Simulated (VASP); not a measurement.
Crystal: Pb.

```
Pb
1.0
     0.00000    2.02155    2.02155
     2.02155    0.00000    2.02155
     2.02155    2.02155    0.00000
Pb
1
Direct
  0.00000 0.00000 0.00000
```

This cell differs from its parent crystal: volume scaled by 0.55.

Base run:

| Item | Value |
| --- | --- |
| Program | VASP 6.6.1 |
| Functional | PBEsol |
| Potentials or basis | VASP PAW PBE potentials, release 64 (Pb_d) |
| Cutoff | 500 eV |
| k mesh | 15 × 15 × 15 |
| Occupations | fermi-dirac, width 0.1 eV |
| Spin | no spin polarisation |

Its results: band gap on the k mesh zero (band 7 reaches 25.57 eV, above the bottom of band 8 at 13.88 eV); pressure 123.3 GPa.

Q: The run is repeated on the same cell with these changes: functional from PBEsol to RPBE. What comes out?

A: Band gap on the k mesh zero (band 7 reaches 25.82 eV, above the bottom of band 8 at 14.19 eV); pressure 136.1 GPa.

RPBE binds less tightly than PBEsol, so the same cell stands under more pressure.

Caveats: the PAW data sets were made with another functional, which shifts forces and pressure a little; spin-orbit coupling is left out, which moves the levels of the heavy elements.
